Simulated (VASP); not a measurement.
In:

```xyz
1
Lattice="-1.6482 1.6973 2.5250 1.6973 -1.6482 2.5250 1.6044 1.6044 -2.4927" Properties=species:S:1:pos:R:3 pbc="T T T"
In    0.0000    0.0000    0.0000
```

Base run:

* Program: VASP 6.6.1
* Functional: PBE
* Potentials or basis: VASP PAW PBE potentials, release 64 (In_d)
* Cutoff: 520 eV
* k mesh: 11 × 11 × 14
* Occupations: gaussian, width 0.6 eV
* Spin: no spin polarisation

Its results: band gap on the k mesh zero (an odd number of electrons rules out a gap without spin polarisation); pressure 0.2 GPa.

Question: After a change of settings the same cell gave: band gap on the k mesh zero (an odd number of electrons rules out a gap without spin polarisation); pressure 3.3 GPa. Which change was it?
A. occupations from gaussian, width 0.6 eV to gaussian, width 0.3 eV; further incar settings from ALGO = Normal; EDIFF = 1e-06; NBANDS = 12 to ALGO = Normal; EDIFF = 1e-07; NBANDS = 12
B. occupations from gaussian, width 0.6 eV to fermi-dirac, width 1 eV
C. occupations from gaussian, width 0.6 eV to gaussian, width 0.01 eV

Answer: B.

Caveats: so wide a smearing shifts energies and pressures; spin-orbit coupling is left out, which moves the levels of the heavy elements; the cell stands under pressure (at least some runs).
